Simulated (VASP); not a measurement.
# Ba4O (Im-3m) in VASP: single point with PBE

Aim: the single point of Ba4O with PBE.

Program: VASP 6.6.1. These are calculated values, not measurements. Logs are shortened: lines on timing, memory, paths and dates and some standing lists are left out, and cuts for length are marked.

## Step 1: The cell of the first run

Symmetry: Im-3m, No. 229, cubic system. The conventional cell has a = 7.055 Å, b = 7.055 Å, c = 7.055 Å, α = 90.00°, β = 90.00°, γ = 90.00°. Ba (site symmetry -3m) has 2 O at 3.05 Å and 6 Ba at 3.53 Å within 4.0 Å. Within 4.0 Å of O (site symmetry m-3m) lie 8 Ba at 3.05 Å.

The cell was built from a structure type or drawn by symmetry, and may not be a known phase.

## Step 2: Single point, PBE

INCAR reads:

```
SYSTEM = Ba4O
ALGO = Normal ; EDIFF = 1E-6
ENCUT = 520 ; GGA = PE
ISIF = 2 ; ISMEAR = 0
LASPH = .TRUE. ; LCHARG = .FALSE.
LREAL = .FALSE. ; LWAVE = .FALSE.
NBANDS = 31 ; NELM = 100
PREC = Accurate ; SIGMA = 0.1
```

KPOINTS reads:

```
k-points
0
G
  4 4 4
  0 0 0
```

POSCAR reads:

```
Ba4O
1.0
   -3.5275656500      3.5275656500      3.5275656500
    3.5275656500     -3.5275656500      3.5275656500
    3.5275656500      3.5275656500     -3.5275656500
Ba O
4 1
Direct
    0.5000000000      0.5000000000      0.5000000000
    0.0000000000      0.0000000000      0.5000000000
    0.0000000000      0.5000000000      0.0000000000
    0.5000000000      0.0000000000      0.0000000000
    0.0000000000      0.0000000000      0.0000000000
```

Potentials or basis: VASP PAW PBE potentials, release 64 (Ba_sv, O).

On the command line:

```sh
> cat potpaw_PBE.64/Ba_sv/POTCAR potpaw_PBE.64/O/POTCAR > POTCAR
> mpirun -np 1 vasp_std > vasp.out
```

OUTCAR:

```text
SYSTEM = Ba4O
   EDIFF = 1E-6
   ENCUT = 520
   GGA = PE
   ISIF = 2
   ISMEAR = 0
   LASPH = .TRUE.
   LREAL = .FALSE.
   NELM = 100
   PREC = Accurate

 ion  position               nearest neighbor table
   1  0.500  0.500  0.500-   5 3.05   5 3.05   4 3.53   2 3.53   4 3.53   3 3.53   2 3.53   3 3.53

   2  0.000  0.000  0.500-   5 3.05   5 3.05   4 3.53   1 3.53   3 3.53   3 3.53   4 3.53   1 3.53

   3  0.000  0.500  0.000-   5 3.05   5 3.05   4 3.53   1 3.53   2 3.53   2 3.53   1 3.53   4 3.53

   4  0.500  0.000  0.000-   5 3.05   5 3.05   3 3.53   1 3.53   1 3.53   2 3.53   2 3.53   3 3.53

   5  0.000  0.000  0.000-   1 3.05   2 3.05   3 3.05   4 3.05   2 3.05   3 3.05   4 3.05   1 3.05

  LATTYP: Found a body centered cubic cell.
 ALAT       =     7.0551313000

  Lattice vectors:

 A1 = (  -3.5275656500,   3.5275656500,   3.5275656500)
 A2 = (   3.5275656500,  -3.5275656500,   3.5275656500)
 A3 = (   3.5275656500,   3.5275656500,  -3.5275656500)

Analysis of symmetry for initial positions (statically):
=====================================================================
 Subroutine PRICEL returns:
 Original cell was already a primitive cell.

 Routine SETGRP: Setting up the symmetry group for a
 body centered cubic supercell.

 Subroutine GETGRP returns: Found 48 space group operations
 (whereof 48 operations were pure point group operations)
 out of a pool of 48 trial point group operations.

The static configuration has the point symmetry O_h .

Analysis of symmetry for dynamics (positions and initial velocities):
=====================================================================
 Subroutine PRICEL returns:
 Original cell was already a primitive cell.

 Routine SETGRP: Setting up the symmetry group for a
 body centered cubic supercell.

 Subroutine GETGRP returns: Found 48 space group operations
 (whereof 48 operations were pure point group operations)
 out of a pool of 48 trial point group operations.

The dynamic configuration has the point symmetry O_h .

 Subroutine INISYM returns: Found 48 space group operations
 (whereof 48 operations are pure point group operations),
 and found     1 'primitive' translations

----------------------------------------------------------------------------------------

                                     Primitive cell

  volume of cell :     175.5841

  direct lattice vectors                    reciprocal lattice vectors
[... 78 lines left out ...]
   EDIFFG = 0.1E-04   stopping-criterion for IOM
   NSW    =      0    number of steps for IOM
   IBRION =     -1    ionic relax: 0-MD 1-quasi-New 2-CG
   NFREE  =      0    steps in history (QN), initial steepest desc. (CG)
   ISIF   =      2    stress and relaxation
   ISYM   =      2    0-nonsym 1-usesym 2-fastsym
   POTIM  = 0.5000    time-step for ionic-motion
   TEBEG  =    0.0;   TEEND  =   0.0 temperature during run
   PSTRESS=    0.0 pullay stress
   NELECT =      46.0000    total number of electrons
   NUPDOWN=      -1.0000    fix difference up-down
   EMIN   =  10.00;   EMAX   =-10.00  energy-range for DOS
   EFERMI =   0.00;   METHOD = LEGACY
   ISMEAR =     0;   SIGMA  =   0.10  broadening in eV -4-tet -1-fermi 0-gaus
   EFERMI_NEDOS =   21; number of points for ismear=-14 and -15
   IALGO  =     38    algorithm
   IMIX   =      4    mixing-type and parameters
     AMIX     =   0.40;   BMIX     =  1.00
     AMIX_MAG =   1.60;   BMIX_MAG =  1.00
  volume/ion in A,a.u.               =      35.12       236.98
  Fermi-wavevector in a.u.,A,eV,Ry     =   1.047528  1.979541 14.929878  1.097315
  Thomas-Fermi vector in A             =   2.182412
   LORBIT       =      0    0 simple, 1 ext, 2 COOP (PROOUT), +10 PAW based schemes
   GGA     = PE    functional components
   LHFCALC =     F    Hartree Fock is set to
   AEXX    =    0.0000 exact exchange contribution
   IVDW    =     0    specifies the selected vdW correction
   LEPSILON=     F    determine dielectric tensor
   LRPA    =     F    only Hartree local field effects (RPA)
 non-spin polarized calculation
 Gauss-broadening in eV      SIGMA  =   0.10
  energy-cutoff  :      520.00
  volume of cell :      175.58
 maximum number of plane-waves:      4753
 NGX is ok and might be reduce to    48
   NGX = 23   NGY = 23   NGZ = 23

 number of electron      45.9999994 magnetization

 Free energy of the ion-electron system (eV)
  ---------------------------------------------------
  ext. energy  EPLUGINS =         0.00000000
  ---------------------------------------------------
  free energy    TOTEN  =       -15.10759451 eV

  energy without entropy =      -15.09200332  energy(sigma->0) =      -15.09979892

 E-fermi :   3.3952     XC(G=0):  -8.8933

 val. band max:        3.3922479618   @ k =   0.2500   0.0000   0.0000
 cond. band min:       3.6476393545   @ k =   0.5000   0.5000   0.2500
 fundamental gap:      0.2553913926
 Fermi energy:         3.3952018471

 k-point     1 :       0.0000    0.0000    0.0000
  band No.  band energies     occupation
      1     -25.7261      2.00000
      2     -25.3244      2.00000
      3     -25.3244      2.00000
      4     -25.3244      2.00000
      5     -13.9127      2.00000
      6     -11.4956      2.00000
[... 261 lines left out ...]
     30       4.9932      0.00000
     31       4.9932      0.00000

------------------------ aborting loop because EDIFF is reached ----------------------------------------

  FORCE on cell =-STRESS in cart. coord.  units (eV):
  Direction    XX          YY          ZZ          XY          YZ          ZX
  --------------------------------------------------------------------------------------
  -------------------------------------------------------------------------------------
  Total        1.3380789      1.3380789      1.3380789      0.0000000     -0.0000000     -0.0000000
  in kB       12.2097561     12.2097561     12.2097561      0.0000000     -0.0000000     -0.0000000
  external PRESSURE =      12.2097561 kB  Pullay stress =       0.0000000 kB

 VOLUME and BASIS-vectors are now :
 -----------------------------------------------------------------------------
  energy-cutoff  :      520.00
  volume of cell :      175.58
      direct lattice vectors                 reciprocal lattice vectors
    -3.527565650  3.527565650  3.527565650     0.000000000  0.141740806  0.141740806
     3.527565650 -3.527565650  3.527565650     0.141740806  0.000000000  0.141740806
     3.527565650  3.527565650 -3.527565650     0.141740806  0.141740806  0.000000000

 POSITION                                       TOTAL-FORCE (eV/Angst)
 -----------------------------------------------------------------------------------
      1.76378      1.76378      1.76378         0.000000      0.000000      0.000000
      1.76378      1.76378     -1.76378        -0.000000      0.000000      0.000000
      1.76378     -1.76378      1.76378        -0.000000     -0.000000     -0.000000
     -1.76378      1.76378      1.76378        -0.000000     -0.000000     -0.000000
      0.00000      0.00000      0.00000        -0.000000     -0.000000      0.000000
 -----------------------------------------------------------------------------------
    total drift:                                0.000000      0.000000     -0.000000

  FREE ENERGIE OF THE ION-ELECTRON SYSTEM (eV)
  ---------------------------------------------------
  free  energy   TOTEN  =       -15.1075945115 eV

  energy  without entropy=      -15.0920033191  energy(sigma->0) =      -15.09979892
```

OSZICAR:

```text
N       E                     dE             d eps       ncg     rms          rms(c)
DAV:   1     0.336500931299E+03    0.33650E+03   -0.20165E+04   496   0.129E+03
DAV:   2     0.387813835504E+01   -0.33262E+03   -0.32323E+03   727   0.259E+02
DAV:   3    -0.167911229635E+02   -0.20669E+02   -0.20176E+02   616   0.636E+01
DAV:   4    -0.174788790460E+02   -0.68776E+00   -0.68049E+00   770   0.946E+00
DAV:   5    -0.174868440877E+02   -0.79650E-02   -0.79378E-02   620   0.987E-01    0.104E+01
DAV:   6    -0.154078935108E+02    0.20790E+01   -0.17827E+01   566   0.115E+01    0.707E+00
DAV:   7    -0.151562720460E+02    0.25162E+00   -0.22217E+00   587   0.516E+00    0.284E+00
DAV:   8    -0.151046822710E+02    0.51590E-01   -0.22348E-01   561   0.254E+00    0.481E-01
DAV:   9    -0.151070617920E+02   -0.23795E-02   -0.26980E-02   697   0.585E-01    0.191E-01
DAV:  10    -0.151084900416E+02   -0.14282E-02   -0.12684E-02   601   0.424E-01    0.204E-01
DAV:  11    -0.151076276279E+02    0.86241E-03   -0.72768E-03   617   0.264E-01    0.410E-02
DAV:  12    -0.151075978882E+02    0.29740E-04   -0.48374E-04   610   0.693E-02    0.103E-02
DAV:  13    -0.151075974754E+02    0.41282E-06   -0.25559E-05   619   0.198E-02    0.873E-03
DAV:  14    -0.151075945272E+02    0.29482E-05   -0.85507E-06   538   0.954E-03    0.751E-04
DAV:  15    -0.151075945115E+02    0.15638E-07   -0.59443E-07   399   0.276E-03
   1 F= -.15107595E+02 E0= -.15099799E+02  d E =-.155912E-01
```

stdout:

```text
POSCAR found type information on POSCAR BaO
 POSCAR found :  2 types and       5 ions
 scaLAPACK will be used
 LDA part: xc-table for (Slater+PW92), standard interpolation
 POSCAR, INCAR and KPOINTS ok, starting setup
 FFT: planning ... GRIDC
 FFT: planning ... GRID_SOFT
 FFT: planning ... GRID
 WAVECAR not read
 entering main loop
```

Run time: 82 s. Hardware: 1 thread of Intel Xeon 8259CL, shared host; peak memory 0.32 GiB.

Results:

* Free energy: -15.1076 eV
* Pressure: 1.2 GPa
* Band gap on the k mesh: zero (bands 23 and 24 overlap by 0.64 eV)

Caveat: spin-orbit coupling is left out, which moves the levels of the heavy elements.
